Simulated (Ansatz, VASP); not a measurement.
Given: the input of a run of Ansatz 0.2.0 on Ti.

File input.yaml:

```yaml
crystal:
  lattice:
    - [-1.6625945817, 1.6625945817, 1.6625945817]
    - [1.6625945817, -1.6625945817, 1.6625945817]
    - [1.6625945817, 1.6625945817, -1.6625945817]
  atoms:
    - { symbol: Ti, position: [0.0, 0.0, 0.0] }
hamiltonian:
  xc: r2scan
  pseudopotentials: { kind: paw }
kpoints:
  mp_grid: { grid: [11, 11, 11] }
scf:
  occupations: { method: fermi_dirac, width: 0.05 }
output:
  forces: true
  stress: true
  eigenvalues: true
```

Potentials or basis: Ansatz PAW.

Run with:

```bash
$ ansatz run input.yaml --threads 2 --pin off --max-ram 5632MiB --backend cpu --events-out ev --progress --plain --runs-dir out
```

Set up the same calculation for VASP 6.6.1. Potentials there: VASP PAW PBE potentials, release 64 (Ti_sv).

As run (the cutoff follows the program's own potentials):

The input POSCAR:

```
Ti
1.0
   -1.6625945817      1.6625945817      1.6625945817
    1.6625945817     -1.6625945817      1.6625945817
    1.6625945817      1.6625945817     -1.6625945817
Ti
1
Direct
    0.0000000000      0.0000000000      0.0000000000
```

File INCAR.step1:

```
PREC = Accurate
ENCUT = 520
ISMEAR = -1
SIGMA = 0.05
LREAL = F
LASPH = T
NELM = 80
NBANDS = 12
GGA = PE
ALGO = Normal
EDIFF = 1E-4
LWAVE = T
LCHARG = F
```

Contents of INCAR.step2:

```
PREC = Accurate
ENCUT = 520
EDIFF = 1E-7
ISMEAR = -1
SIGMA = 0.05
LREAL = F
LASPH = T
NELM = 80
ALGO = Normal
ISIF = 2
LWAVE = F
LCHARG = F
METAGGA = R2SCAN
LMIXTAU = T
NBANDS = 12
ISTART = 1
```

The input KPOINTS:

```
Automatic mesh
0
Gamma
  11 11 11
```

Potentials or basis: VASP PAW PBE potentials, release 64 (Ti_sv).

Command:

```bash
$ cat potpaw_PBE.64/Ti_sv/POTCAR > POTCAR
$ cp INCAR.step1 INCAR
$ mpirun -np 1 vasp_std > vasp.out
$ cp INCAR.step2 INCAR
$ mpirun -np 1 vasp_std > vasp.out
```

Both were run:

|  | VASP | Ansatz | Ansatz less VASP |
| --- | --- | --- | --- |
| gap on the k mesh at the Fermi level (eV) | none | none | - |
| pressure (GPa) | -6.2 | -6.5 | -0.36 |

VASP's potentials were made for PBE, not for r2SCAN. A gap of «none» marks a metal or a gap that the smearing closes. The functional is the same, so the differences come from potentials, cutoffs and numerics.
